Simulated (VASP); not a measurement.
# ZnS (F-43m) in VASP: further runs

Runs on ZnS. Level: PBE. Tasks: single point.

Everything below comes from runs of VASP 6.6.1. Logs are shortened: lines on timing, memory, paths and dates and some standing lists are left out, and cuts for length are marked.

**Measured values to compare with.**

“Electronic, vibrational, and thermodynamic properties of ZnS (zincblende and rocksalt structure)”, 2009, arxiv:0911.5022 quotes, for a bulk crystal of ZnS at 19 K: band gap 3.85 eV (direct).

How close the calculation comes is told below.

**1. The cell of the first run**

Symmetry: F-43m, No. 216, cubic system. The conventional cell has a = 5.216 Å, b = 5.216 Å, c = 5.216 Å, α = 90.00°, β = 90.00°, γ = 90.00°. Within 3.0 Å of Zn (site symmetry -43m) lie 4 S at 2.26 Å. Within 3.0 Å of S (site symmetry -43m) lie 4 Zn at 2.26 Å.

**2. Single point, PBE**

Contents of INCAR:

```
SYSTEM = ZnS
PREC = Accurate ; ENCUT = 520
EDIFF = 1E-7 ; ISMEAR = -5
SIGMA = 0.02 ; LREAL = .False.
LASPH = .True. ; NELM = 60
ALGO = Normal ; ISIF = 2
LWAVE = .False. ; LCHARG = .False.
GGA = PE ; NBANDS = 16
```

Contents of KPOINTS:

```
Automatic mesh
0
Gamma
  10 10 10
  0 0 0
```

Contents of POSCAR:

```
ZnS
1.0
    0.0000000000      2.6079516476      2.6079516476
    2.6079516476      0.0000000000      2.6079516476
    2.6079516476      2.6079516476      0.0000000000
Zn S
1 1
Direct
    0.2500000000      0.2500000000      0.2500000000
    0.0000000000      0.0000000000      0.0000000000
```

Potentials or basis: VASP PAW PBE potentials, release 64 (Zn, S).

On the command line:

```sh
> cat potpaw_PBE.64/Zn/POTCAR potpaw_PBE.64/S/POTCAR > POTCAR
> mpirun -np 1 vasp_std > vasp.out
```

OUTCAR:

```text
SYSTEM = ZnS
   PREC = Accurate
   ENCUT = 520
   EDIFF = 1E-7
   ISMEAR = -5
   LREAL = .False.
   LASPH = .True.
   NELM = 60
   ISIF = 2
   GGA = PE

 ion  position               nearest neighbor table
   1  0.250  0.250  0.250-   2 2.26   2 2.26   2 2.26   2 2.26
   2  0.000  0.000  0.000-   1 2.26   1 2.26   1 2.26   1 2.26

  LATTYP: Found a face centered cubic cell.
 ALAT       =     5.2159032952

  Lattice vectors:

 A1 = (   0.0000000000,   2.6079516476,   2.6079516476)
 A2 = (   2.6079516476,   0.0000000000,   2.6079516476)
 A3 = (   2.6079516476,   2.6079516476,   0.0000000000)

Analysis of symmetry for initial positions (statically):
=====================================================================
 Subroutine PRICEL returns:
 Original cell was already a primitive cell.

 Routine SETGRP: Setting up the symmetry group for a
 face centered cubic supercell.

 Subroutine GETGRP returns: Found 24 space group operations
 (whereof 24 operations were pure point group operations)
 out of a pool of 48 trial point group operations.

The static configuration has the point symmetry T_d .

Analysis of symmetry for dynamics (positions and initial velocities):
=====================================================================
 Subroutine PRICEL returns:
 Original cell was already a primitive cell.

 Routine SETGRP: Setting up the symmetry group for a
 face centered cubic supercell.

 Subroutine GETGRP returns: Found 24 space group operations
 (whereof 24 operations were pure point group operations)
 out of a pool of 48 trial point group operations.

The dynamic configuration has the point symmetry T_d .

 Subroutine INISYM returns: Found 24 space group operations
 (whereof 24 operations are pure point group operations),
 and found     1 'primitive' translations

----------------------------------------------------------------------------------------

                                     Primitive cell

  volume of cell :      35.4755

  direct lattice vectors                    reciprocal lattice vectors
     0.000000000  2.607951648  2.607951648    -0.191721346  0.191721346  0.191721346
     2.607951648  0.000000000  2.607951648     0.191721346 -0.191721346  0.191721346
     2.607951648  2.607951648  0.000000000     0.191721346  0.191721346 -0.191721346

  length of vectors
     3.688200590  3.688200590  3.688200590     0.332071112  0.332071112  0.332071112

[... 81 lines left out ...]
   NELM   =     60;   NELMIN=  2; NELMDL= -5     # of ELM steps
   EDIFF  = 0.1E-06   stopping-criterion for ELM
   LREAL  =      F    real-space projection
   EDIFFG = 0.1E-05   stopping-criterion for IOM
   NSW    =      0    number of steps for IOM
   IBRION =     -1    ionic relax: 0-MD 1-quasi-New 2-CG
   NFREE  =      0    steps in history (QN), initial steepest desc. (CG)
   ISIF   =      2    stress and relaxation
   ISYM   =      2    0-nonsym 1-usesym 2-fastsym
   POTIM  = 0.5000    time-step for ionic-motion
   TEBEG  =    0.0;   TEEND  =   0.0 temperature during run
   PSTRESS=    0.0 pullay stress
   NELECT =      18.0000    total number of electrons
   NUPDOWN=      -1.0000    fix difference up-down
   EMIN   =  10.00;   EMAX   =-10.00  energy-range for DOS
   EFERMI =   0.00;   METHOD = LEGACY
   ISMEAR =    -5;   SIGMA  =   0.02  broadening in eV -4-tet -1-fermi 0-gaus
   EFERMI_NEDOS =   21; number of points for ismear=-14 and -15
   IALGO  =     38    algorithm
   IMIX   =      4    mixing-type and parameters
     AMIX     =   0.40;   BMIX     =  1.00
     AMIX_MAG =   1.60;   BMIX_MAG =  1.00
  volume/ion in A,a.u.               =      17.74       119.70
  Fermi-wavevector in a.u.,A,eV,Ry     =   1.305738  2.467488 23.197286  1.704952
  Thomas-Fermi vector in A             =   2.436587
   LORBIT       =      0    0 simple, 1 ext, 2 COOP (PROOUT), +10 PAW based schemes
   GGA     = PE    functional components
   LHFCALC =     F    Hartree Fock is set to
   AEXX    =    0.0000 exact exchange contribution
   IVDW    =     0    specifies the selected vdW correction
   LEPSILON=     F    determine dielectric tensor
   LRPA    =     F    only Hartree local field effects (RPA)
 non-spin polarized calculation
 Fermi weights with tetrahedron method with Bloechl corrections
  energy-cutoff  :      520.00
  volume of cell :       35.48
 maximum number of plane-waves:       982
   NGX = 13   NGY = 13   NGZ = 13

 number of electron      17.9999986 magnetization

 Free energy of the ion-electron system (eV)
  ---------------------------------------------------
  ext. energy  EPLUGINS =         0.00000000
  ---------------------------------------------------
  free energy    TOTEN  =        -6.68643655 eV

  energy without entropy =       -6.68643655  energy(sigma->0) =       -6.68643655

 E-fermi :   3.2275     XC(G=0): -10.1399

 val. band max:        3.1646621633   @ k =   0.0000   0.0000   0.0000
 cond. band min:       5.7591259352   @ k =   0.0000   0.0000   0.0000
 fundamental gap:      2.5944637719
 Fermi energy:         3.2274928776

 k-point     1 :       0.0000    0.0000    0.0000
  band No.  band energies     occupation
      1     -10.7782      2.00000
      2      -3.6642      2.00000
      3      -3.6642      2.00000
      4      -3.6642      2.00000
      5      -3.0315      2.00000
      6      -3.0315      2.00000
[... 433 lines left out ...]
      3      -3.3585      2.00000
      4      -3.3515      2.00000
      5      -3.0177      2.00000
      6      -2.9559      2.00000
[... 8 lines left out ...]
     15      16.7288      0.00000
     16      19.7603      0.00000

 [... further k-points ...]

------------------------ aborting loop because EDIFF is reached ----------------------------------------

  FORCE on cell =-STRESS in cart. coord.  units (eV):
  Direction    XX          YY          ZZ          XY          YZ          ZX
  --------------------------------------------------------------------------------------
  -------------------------------------------------------------------------------------
  Total        2.6722548      2.6722548      2.6722548      0.0000000      0.0000000      0.0000000
  in kB      120.6868225    120.6868225    120.6868225      0.0000000      0.0000000      0.0000000
  external PRESSURE =     120.6868225 kB  Pullay stress =       0.0000000 kB

 VOLUME and BASIS-vectors are now :
 -----------------------------------------------------------------------------
  energy-cutoff  :      520.00
  volume of cell :       35.48
      direct lattice vectors                 reciprocal lattice vectors
     0.000000000  2.607951648  2.607951648    -0.191721346  0.191721346  0.191721346
     2.607951648  0.000000000  2.607951648     0.191721346 -0.191721346  0.191721346
     2.607951648  2.607951648  0.000000000     0.191721346  0.191721346 -0.191721346

 POSITION                                       TOTAL-FORCE (eV/Angst)
 -----------------------------------------------------------------------------------
      1.30398      1.30398      1.30398        -0.000000     -0.000000     -0.000000
      0.00000      0.00000      0.00000         0.000000      0.000000      0.000000
 -----------------------------------------------------------------------------------
    total drift:                               -0.000002     -0.000002     -0.000002

  FREE ENERGIE OF THE ION-ELECTRON SYSTEM (eV)
  ---------------------------------------------------
  free  energy   TOTEN  =        -6.6864365465 eV

  energy  without entropy=       -6.6864365465  energy(sigma->0) =       -6.68643655
```

stdout:

```text
POSCAR found type information on POSCAR ZnS
 POSCAR found :  2 types and       2 ions
 scaLAPACK will be used
 LDA part: xc-table for (Slater+PW92), standard interpolation
 POSCAR, INCAR and KPOINTS ok, starting setup
 FFT: planning ... GRIDC
 FFT: planning ... GRID_SOFT
 FFT: planning ... GRID
 WAVECAR not read
 entering main loop
```

Run time: 37 s. Hardware: 1 thread of Intel Xeon Platinum 8375C at 2.90GHz (Ice Lake), shared host; peak memory 0.16 GiB.

Results:

```
Free energy            : -6.6864 eV
Pressure               : 12.1 GPa
Band gap on the k mesh : 2.59 eV, direct
```

Levels at points of the mesh, in eV from the valence-band top:
```
           k point  band 7  band 8  band 9  band 10  band 11  band 12
(0.00, 0.00, 0.00)    0.00    0.00    0.00     2.59     6.30     6.30
(0.50, 0.00, 0.00)   -5.90   -1.03   -1.03     3.51     6.84     6.84
(0.50, 0.50, 0.00)   -4.99   -2.63   -2.63     3.14     4.02    11.79
```

PBE gaps usually lie below the measured ones, often by a third to a half.

**3. Single point, PBE (volume scaled by 0.91)**

Contents of INCAR:

```
PREC = Accurate
ENCUT = 520
EDIFF = 1E-7
ISMEAR = 0
SIGMA = 0.02
LREAL = F
LASPH = T
NELM = 80
ALGO = Normal
ISIF = 2
LWAVE = F
LCHARG = F
GGA = PE
NBANDS = 16
```

Contents of KPOINTS:

```
regular mesh
0
Gamma
  10 10 10
```

Contents of POSCAR:

```
ZnS
1.0
    0.0000000000      2.6372569280      2.6372569280
    2.6372569280      0.0000000000      2.6372569280
    2.6372569280      2.6372569280      0.0000000000
Zn S
1 1
Direct
    0.2500000000      0.2500000000      0.2500000000
    0.0000000000      0.0000000000      0.0000000000
```

Potentials or basis: VASP PAW PBE potentials, release 64 (Zn, S).

On the command line:

```sh
> cat potpaw_PBE.64/Zn/POTCAR potpaw_PBE.64/S/POTCAR > POTCAR
> mpirun -np 1 vasp_std > vasp.out
```

Wall time 28 s (1 thread of Intel Xeon Platinum 8375C at 2.90GHz (Ice Lake), shared host); peak memory 0.16 GiB.

Results (log left out):

- Free energy: -6.7633 eV
- Pressure: 8.3 GPa
- Band gap on the k mesh: 2.44 eV, direct

Levels at points of the mesh, in eV from the valence-band top:
```csv
k point,band 6,band 7,band 8,band 9,band 10,band 11,band 12,band 13
"(0.00, 0.00, 0.00)",-6.07,0.00,0.00,0.00,2.44,6.33,6.33,6.33
"(0.50, 0.00, 0.00)",-5.88,-5.75,-0.98,-0.98,3.45,6.87,6.87,9.14
"(0.50, 0.50, 0.00)",-5.83,-4.85,-2.50,-2.50,3.23,4.05,11.52,12.47
```

Caveat: the cell differs from its parent crystal (volume scaled by 0.91).

**4. Single point, PBE (volume scaled by 0.97)**

Contents of INCAR:

```
PREC = Accurate
ENCUT = 520
EDIFF = 1E-6
ISMEAR = 0
SIGMA = 0.02
LREAL = False
LASPH = True
NELM = 80
ALGO = Normal
ISIF = 2
LWAVE = False
LCHARG = False
GGA = PE
NBANDS = 16
```

KPOINTS is that of step 3.

Contents of POSCAR:

```
ZnS
1.0
    0.0000000000      2.6939894410      2.6939894410
    2.6939894410      0.0000000000      2.6939894410
    2.6939894410      2.6939894410      0.0000000000
Zn S
1 1
Direct
    0.2500000000      0.2500000000      0.2500000000
    0.0000000000      0.0000000000      0.0000000000
```

On the command line:

```sh
> cat potpaw_PBE.64/Zn/POTCAR potpaw_PBE.64/S/POTCAR > POTCAR
> mpirun -np 1 vasp_std > vasp.out
```

Run time: 27 s. Hardware: 1 thread of Intel Xeon Platinum 8375C at 2.90GHz (Ice Lake), shared host; peak memory 0.17 GiB.

It converged, with:

```yaml
Free_energy: -6.8427 eV
Pressure: 2.5 GPa
Band_gap_on_the_k_mesh: 2.15 eV, direct
```

Levels at points of the mesh, in eV from the valence-band top:
```csv
k point,band 6,band 7,band 8,band 9,band 10,band 11,band 12,band 13
"(0.00, 0.00, 0.00)",-5.87,0.00,0.00,0.00,2.15,6.39,6.39,6.39
"(0.50, 0.00, 0.00)",-5.66,-5.35,-0.88,-0.88,3.33,6.92,6.92,8.91
"(0.50, 0.50, 0.00)",-5.65,-4.59,-2.25,-2.25,3.39,4.07,11.04,12.03
```

Caveat: the cell differs from its parent crystal (volume scaled by 0.97).

**5. Single point, PBE**

This run uses another cell than the first one, of 19.73 Å³/atom, 1.112 times its volume.

Contents of INCAR:

```
  ALGO = Normal
  EDIFF = 1E-6
  ENCUT = 520
  GGA = PE
  ISIF = 2
  ISMEAR = 0
  LASPH = True
  LCHARG = False
  LREAL = False
  LWAVE = False
  NBANDS = 16
  NELM = 80
  PREC = Accurate
  SIGMA = 0.02
```

Contents of KPOINTS:

```
k-points
0
Gamma
  10 10 10
```

Contents of POSCAR:

```
ZnS
1.0
    0.0000000000      2.7020000000      2.7020000000
    2.7020000000      0.0000000000      2.7020000000
    2.7020000000      2.7020000000      0.0000000000
Zn S
1 1
Direct
    0.2500000000      0.2500000000      0.2500000000
    0.0000000000      0.0000000000      0.0000000000
```

On the command line:

```sh
> cat potpaw_PBE.64/Zn/POTCAR potpaw_PBE.64/S/POTCAR > POTCAR
> mpirun -np 1 vasp_std > vasp.out
```

It took 28 s on 1 thread of Intel Xeon Platinum 8375C at 2.90GHz (Ice Lake), shared host; peak memory 0.16 GiB.

It converged, with:

```yaml
Free_energy: -6.8473 eV
Pressure: 1.8 GPa
Band_gap_on_the_k_mesh: 2.11 eV, direct
```

Levels at points of the mesh, in eV from the valence-band top:
| k point | band 6 | band 7 | band 8 | band 9 | band 10 | band 11 | band 12 | band 13 |
| --- | --- | --- | --- | --- | --- | --- | --- | --- |
| (0.00, 0.00, 0.00) | -5.84 | 0.00 | 0.00 | 0.00 | 2.11 | 6.40 | 6.40 | 6.40 |
| (0.50, 0.00, 0.00) | -5.64 | -5.29 | -0.87 | -0.87 | 3.31 | 6.93 | 6.93 | 8.88 |
| (0.50, 0.50, 0.00) | -5.62 | -4.56 | -2.22 | -2.22 | 3.41 | 4.07 | 10.98 | 11.97 |

**6. Single point, PBE (volume scaled by 1.03)**

Contents of INCAR:

```
SYSTEM = ZnS
  ALGO = Normal
  EDIFF = 1E-6
  ENCUT = 520
  GGA = PE
  ISIF = 2
  ISMEAR = 0
  LASPH = .TRUE.
  LCHARG = .FALSE.
  LREAL = .FALSE.
  LWAVE = .FALSE.
  NBANDS = 16
  NELM = 60
  PREC = Accurate
  SIGMA = 0.02
```

Contents of KPOINTS:

```
k-points
0
G
  10 10 10
  0 0 0
```

Contents of POSCAR:

```
ZnS
1.0
    0.0000000000      2.7484281372      2.7484281372
    2.7484281372      0.0000000000      2.7484281372
    2.7484281372      2.7484281372      0.0000000000
Zn S
1 1
Direct
    0.2500000000      0.2500000000      0.2500000000
    0.0000000000      0.0000000000      0.0000000000
```

Potentials or basis: VASP PAW PBE potentials, release 64 (Zn, S).

On the command line:

```sh
> cat potpaw_PBE.64/Zn/POTCAR potpaw_PBE.64/S/POTCAR > POTCAR
> mpirun -np 1 vasp_std > vasp.out
```

Wall time 39 s (1 thread of Intel Xeon Platinum 8375C at 2.90GHz (Ice Lake), shared host); peak memory 0.18 GiB.

The run converged. Its results:

- Free energy: -6.8465 eV
- Pressure: -1.8 GPa
- Band gap on the k mesh: 1.89 eV, direct

Levels at points of the mesh, in eV from the valence-band top:
```tsv
k point	band 7	band 8	band 9	band 10	band 11	band 12
(0.00, 0.00, 0.00)	0.00	0.00	0.00	1.89	6.43	6.43
(0.50, 0.00, 0.00)	-4.96	-0.79	-0.79	3.21	6.95	6.95
(0.50, 0.50, 0.00)	-4.36	-2.04	-2.04	3.52	4.07	10.63
```

Caveat: the cell differs from its parent crystal (volume scaled by 1.03).

**7. Summary**

```tsv
cell	smearing	gap on the mesh (eV)	pressure (GPa)
a = 3.688 Å, angles 60.0°, 2 atoms	tetrahedron	2.59	12.1
a = 3.730 Å, angles 60.0°, 2 atoms	gaussian 0.02 eV	2.44	8.3
a = 3.810 Å, angles 60.0°, 2 atoms	gaussian 0.02 eV	2.15	2.5
a = 3.821 Å, angles 60.0°, 2 atoms	gaussian 0.02 eV	2.11	1.8
a = 3.887 Å, angles 60.0°, 2 atoms	gaussian 0.02 eV	1.89	-1.8
```

Alike in all rows: task single point; level PBE; potentials or basis VASP PAW PBE potentials, release 64 (Zn, S); no spin polarisation; k mesh 10 × 10 × 10; cutoff (eV) 520.

Total energies depend on the potentials used, so only differences within one code and one set of settings carry meaning.

**8. How close it comes**

Step 5. A measured gap of ZnS is 3.85 eV (direct; 19 K; quoted in “Electronic, vibrational, and thermodynamic properties of ZnS (zincblende and rocksalt structure)”, 2009, arxiv:0911.5022); the calculated 2.11 eV misses it by -1.74 eV. The value is that of PBE, without temperature or zero-point motion. Semilocal functionals fall short of measured gaps as a rule.
